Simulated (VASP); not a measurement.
# AlRu (Pm-3m) in VASP: a series of runs

AlRu is run at these levels: PBEsol; tasks: single point, relaxation of cell and atoms.

Program: VASP 6.6.1. These are calculated values, not measurements. Logs are shortened: lines on timing, memory, paths and dates and some standing lists are left out, and cuts for length are marked.

### 1 The cell of the first run

The structure is cubic, space group Pm-3m (No. 221). Conventional cell: a = 2.745 Å, b = 2.745 Å, c = 2.745 Å, α = 90.00°, β = 90.00°, γ = 90.00°. Al (site symmetry m-3m) has 8 Ru at 2.38 Å and 6 Al at 2.74 Å within 3.1 Å. Within 3.1 Å of Ru (site symmetry m-3m) lie 8 Al at 2.38 Å and 6 Ru at 2.74 Å.

### 2 Single point, PBEsol

INCAR reads:

```
PREC = Accurate
ENCUT = 520
EDIFF = 1E-7
ISMEAR = 0
SIGMA = 0.1
LREAL = False
LASPH = True
NELM = 80
ALGO = Normal
ISIF = 2
LWAVE = False
LCHARG = False
GGA = PS
NBANDS = 16
```

KPOINTS reads:

```
regular mesh
0
Gamma
  16 16 16
```

POSCAR reads:

```
AlRu
1.0
    2.7449334954      0.0000000000      0.0000000000
    0.0000000000      2.7449334954      0.0000000000
    0.0000000000      0.0000000000      2.7449334954
Al Ru
1 1
Direct
    0.0000000000      0.0000000000      0.0000000000
    0.5000000000      0.5000000000      0.5000000000
```

Potentials or basis: VASP PAW PBE potentials, release 64 (Al, Ru_pv).

Launch:

```bash
> cat potpaw_PBE.64/Al/POTCAR potpaw_PBE.64/Ru_pv/POTCAR > POTCAR
> mpirun -np 1 vasp_std > vasp.out
```

OUTCAR:

```text
PREC = Accurate
   ENCUT = 520
   EDIFF = 1E-7
   ISMEAR = 0
   LREAL = False
   LASPH = True
   NELM = 80
   ISIF = 2
   GGA = PS

 ion  position               nearest neighbor table
   1  0.000  0.000  0.000-   2 2.38   2 2.38   2 2.38   2 2.38   2 2.38   2 2.38   2 2.38   2 2.38

   2  0.500  0.500  0.500-   1 2.38   1 2.38   1 2.38   1 2.38   1 2.38   1 2.38   1 2.38   1 2.38

  LATTYP: Found a simple cubic cell.
 ALAT       =     2.7449334954

  Lattice vectors:

 A1 = (   2.7449334954,   0.0000000000,   0.0000000000)
 A2 = (   0.0000000000,   2.7449334954,   0.0000000000)
 A3 = (   0.0000000000,   0.0000000000,   2.7449334954)

Analysis of symmetry for initial positions (statically):
=====================================================================
 Subroutine PRICEL returns:
 Original cell was already a primitive cell.

 Routine SETGRP: Setting up the symmetry group for a
 simple cubic supercell.

 Subroutine GETGRP returns: Found 48 space group operations
 (whereof 48 operations were pure point group operations)
 out of a pool of 48 trial point group operations.

The static configuration has the point symmetry O_h .

Analysis of symmetry for dynamics (positions and initial velocities):
=====================================================================
 Subroutine PRICEL returns:
 Original cell was already a primitive cell.

 Routine SETGRP: Setting up the symmetry group for a
 simple cubic supercell.

 Subroutine GETGRP returns: Found 48 space group operations
 (whereof 48 operations were pure point group operations)
 out of a pool of 48 trial point group operations.

The dynamic configuration has the point symmetry O_h .

 Subroutine INISYM returns: Found 48 space group operations
 (whereof 48 operations are pure point group operations),
 and found     1 'primitive' translations

----------------------------------------------------------------------------------------

                                     Primitive cell

  volume of cell :      20.6821

  direct lattice vectors                    reciprocal lattice vectors
     2.744933495  0.000000000  0.000000000     0.364307551  0.000000000  0.000000000
     0.000000000  2.744933495  0.000000000     0.000000000  0.364307551  0.000000000
     0.000000000  0.000000000  2.744933495     0.000000000  0.000000000  0.364307551

  length of vectors
     2.744933495  2.744933495  2.744933495     0.364307551  0.364307551  0.364307551

  position of ions in fractional coordinates (direct lattice)
     0.000000000  0.000000000  0.000000000
     0.500000000  0.500000000  0.500000000

  ion indices of the primitive-cell ions
   primitive index   ion index
                 1           1
                 2           2

----------------------------------------------------------------------------------------

 KPOINTS: regular mesh

Automatic generation of k-mesh.
 Grid dimensions read from file:
 generate k-points for:   16   16   16

 Generating k-lattice:

  Cartesian coordinates                     Fractional coordinates (reciprocal lattice)
     0.022769222  0.000000000  0.000000000     0.062500000  0.000000000  0.000000000
     0.000000000  0.022769222  0.000000000     0.000000000  0.062500000  0.000000000
     0.000000000  0.000000000  0.022769222     0.000000000  0.000000000  0.062500000

  Length of vectors
     0.022769222  0.022769222  0.022769222

  Shift w.r.t. Gamma in fractional coordinates (k-lattice)
     0.000000000  0.000000000  0.000000000

 Subroutine IBZKPT returns following result:
 ===========================================

 Found    165 irreducible k-points:

 Following reciprocal coordinates:
            Coordinates               Weight
  0.000000  0.000000  0.000000      1.000000
  0.062500  0.000000  0.000000      6.000000
  0.125000  0.000000  0.000000      6.000000
  0.187500  0.000000  0.000000      6.000000
  0.250000  0.000000  0.000000      6.000000
  0.312500  0.000000  0.000000      6.000000
[... 16 lines left out ...]
  0.437500  0.125000  0.000000     24.000000
  0.500000  0.125000  0.000000     12.000000
 [... further k-points ...]
   k-points           NKPTS =    165   k-points in BZ     NKDIM =    165   number of bands    NBANDS=     16
   number of dos      NEDOS =    301   number of ions     NIONS =      2
   total plane-waves  NPLWV =   8000
   dimension x,y,z NGX =    20 NGY =   20 NGZ =   20
   dimension x,y,z NGXF=    40 NGYF=   40 NGZF=   40
   ions per type =               1   1
   NGX,Y,Z   is equivalent  to a cutoff of  12.11, 12.11, 12.11 a.u.
   NGXF,Y,Z  is equivalent  to a cutoff of  24.23, 24.23, 24.23 a.u.
 SYSTEM =  unknown system
   PREC   = accura    normal or accurate (medium, high low for compatibility)
   ISTART =      0    job   : 0-new  1-cont  2-samecut
   ICHARG =      2    charge: 1-file 2-atom 10-const
   ISPIN  =      1    spin polarized calculation?
   LNONCOLLINEAR =      F non collinear calculations
   LSORBIT =      F    spin-orbit coupling
   LASPH  =      T    aspherical Exc in radial PAW
   ENCUT  =  520.0 eV  38.22 Ry    6.18 a.u.   5.10  5.10  5.10*2*pi/ulx,y,z
   NELM   =     80;   NELMIN=  2; NELMDL= -5     # of ELM steps
   EDIFF  = 0.1E-06   stopping-criterion for ELM
   LREAL  =      F    real-space projection
   EDIFFG = 0.1E-05   stopping-criterion for IOM
   NSW    =      0    number of steps for IOM
   IBRION =     -1    ionic relax: 0-MD 1-quasi-New 2-CG
   NFREE  =      0    steps in history (QN), initial steepest desc. (CG)
   ISIF   =      2    stress and relaxation
   ISYM   =      2    0-nonsym 1-usesym 2-fastsym
   POTIM  = 0.5000    time-step for ionic-motion
   TEBEG  =    0.0;   TEEND  =   0.0 temperature during run
   PSTRESS=    0.0 pullay stress
   NELECT =      17.0000    total number of electrons
   NUPDOWN=      -1.0000    fix difference up-down
   EMIN   =  10.00;   EMAX   =-10.00  energy-range for DOS
   EFERMI =   0.00;   METHOD = LEGACY
   ISMEAR =     0;   SIGMA  =   0.10  broadening in eV -4-tet -1-fermi 0-gaus
   EFERMI_NEDOS =   21; number of points for ismear=-14 and -15
   IALGO  =     38    algorithm
   IMIX   =      4    mixing-type and parameters
     AMIX     =   0.40;   BMIX     =  1.00
     AMIX_MAG =   1.60;   BMIX_MAG =  1.00
  volume/ion in A,a.u.               =      10.34        69.78
  Fermi-wavevector in a.u.,A,eV,Ry     =   1.533531  2.897954 31.997069  2.351718
  Thomas-Fermi vector in A             =   2.640585
   LORBIT       =      0    0 simple, 1 ext, 2 COOP (PROOUT), +10 PAW based schemes
   GGA     = PS    functional components
   LHFCALC =     F    Hartree Fock is set to
   AEXX    =    0.0000 exact exchange contribution
   IVDW    =     0    specifies the selected vdW correction
   LEPSILON=     F    determine dielectric tensor
   LRPA    =     F    only Hartree local field effects (RPA)
 non-spin polarized calculation
 Gauss-broadening in eV      SIGMA  =   0.10
  energy-cutoff  :      520.00
  volume of cell :       20.68
 maximum number of plane-waves:       587
   NGX = 11   NGY = 11   NGZ = 11

 number of electron      16.9999997 magnetization

 Free energy of the ion-electron system (eV)
  ---------------------------------------------------
  ext. energy  EPLUGINS =         0.00000000
  ---------------------------------------------------
  free energy    TOTEN  =       -14.21997617 eV

  energy without entropy =      -14.21312488  energy(sigma->0) =      -14.21655052

 E-fermi :  14.7525     XC(G=0): -14.0768

 val. band max:       14.7458165193   @ k =   0.0625   0.0625   0.0625
 cond. band min:      14.7648779140   @ k =   0.4375   0.1250   0.0625
 fundamental gap:      0.0190613947
 Fermi energy:        14.7525153366

 k-point     1 :       0.0000    0.0000    0.0000
  band No.  band energies     occupation
      1     -27.0984      2.00000
      2     -27.0984      2.00000
      3     -27.0984      2.00000
      4       3.4557      2.00000
      5       9.4237      2.00000
      6       9.4237      2.00000
[... 8 lines left out ...]
     15      27.2841      0.00000
     16      35.2638      0.00000

 k-point     2 :       0.0625    0.0000    0.0000
  band No.  band energies     occupation
      1     -27.1197      2.00000
      2     -27.0966      2.00000
      3     -27.0966      2.00000
      4       3.5517      2.00000
      5       9.4609      2.00000
      6       9.4796      2.00000
[... 8 lines left out ...]
     15      27.6402      0.00000
     16      35.4946      0.00000

 k-point     3 :       0.1250    0.0000    0.0000
  band No.  band energies     occupation
      1     -27.1800      2.00000
      2     -27.0916      2.00000
      3     -27.0916      2.00000
      4       3.8333      2.00000
      5       9.5689      2.00000
      6       9.6305      2.00000
[... 8 lines left out ...]
     15      28.4076      0.00000
     16      35.5042      0.00000

 k-point     4 :       0.1875    0.0000    0.0000
  band No.  band energies     occupation
      1     -27.2694      2.00000
      2     -27.0840      2.00000
      3     -27.0840      2.00000
      4       4.2831      2.00000
      5       9.7377      2.00000
      6       9.8232      2.00000
[... 8 lines left out ...]
     15      29.1894      0.00000
     16      34.8639      0.00000
[... 324 lines left out ...]
 k-point    22 :       0.3750    0.1250    0.0000
  band No.  band energies     occupation
      1     -27.5517      2.00000
      2     -27.1358      2.00000
      3     -27.0514      2.00000
      4       6.6179      2.00000
      5       9.5680      2.00000
      6      10.6306      2.00000
[... 8 lines left out ...]
     15      30.6040      0.00000
     16      31.5892      0.00000

 k-point    23 :       0.4375    0.1250    0.0000
  band No.  band energies     occupation
      1     -27.6082      2.00000
      2     -27.1302      2.00000
      3     -27.0463      2.00000
      4       7.3692      2.00000
      5       9.0046      2.00000
      6      10.7824      2.00000
[... 8 lines left out ...]
     15      29.5566      0.00000
     16      30.7854      0.00000

 k-point    24 :       0.5000    0.1250    0.0000
  band No.  band energies     occupation
      1     -27.6280      2.00000
      2     -27.1282      2.00000
      3     -27.0445      2.00000
      4       7.8855      2.00000
      5       8.5450      2.00000
      6      10.8410      2.00000
[... 8 lines left out ...]
     15      29.1030      0.00000
     16      30.4199      0.00000

 [... further k-points ...]

------------------------ aborting loop because EDIFF is reached ----------------------------------------

  FORCE on cell =-STRESS in cart. coord.  units (eV):
  Direction    XX          YY          ZZ          XY          YZ          ZX
  --------------------------------------------------------------------------------------
  -------------------------------------------------------------------------------------
  Total       11.7035026     11.7035026     11.7035026     -0.0000000     -0.0000000     -0.0000000
  in kB      906.6318244    906.6318244    906.6318244     -0.0000000     -0.0000000     -0.0000000
  external PRESSURE =     906.6318244 kB  Pullay stress =       0.0000000 kB

 VOLUME and BASIS-vectors are now :
 -----------------------------------------------------------------------------
  energy-cutoff  :      520.00
  volume of cell :       20.68
      direct lattice vectors                 reciprocal lattice vectors
     2.744933495  0.000000000  0.000000000     0.364307551  0.000000000  0.000000000
     0.000000000  2.744933495  0.000000000     0.000000000  0.364307551  0.000000000
     0.000000000  0.000000000  2.744933495     0.000000000  0.000000000  0.364307551

 POSITION                                       TOTAL-FORCE (eV/Angst)
 -----------------------------------------------------------------------------------
      0.00000      0.00000      0.00000         0.000000      0.000000      0.000000
      1.37247      1.37247      1.37247         0.000000      0.000000      0.000000
 -----------------------------------------------------------------------------------
    total drift:                                0.000000      0.000000     -0.000000

  FREE ENERGIE OF THE ION-ELECTRON SYSTEM (eV)
  ---------------------------------------------------
  free  energy   TOTEN  =       -14.2199761713 eV

  energy  without entropy=      -14.2131248776  energy(sigma->0) =      -14.21655052
```

Wall time 35 s (1 thread of Intel Xeon 8259CL, shared host); peak memory 0.17 GiB.

Results:

```yaml
Free_energy: -14.2200 eV
Pressure: 90.7 GPa
Band_gap_on_the_k_mesh: zero (an odd number of electrons rules out a gap without spin polarisation)
```

Caveat: the cell stands under pressure; the PAW data sets were made with another functional, which shifts forces and pressure a little.

(Continued in part 2 of 2.)
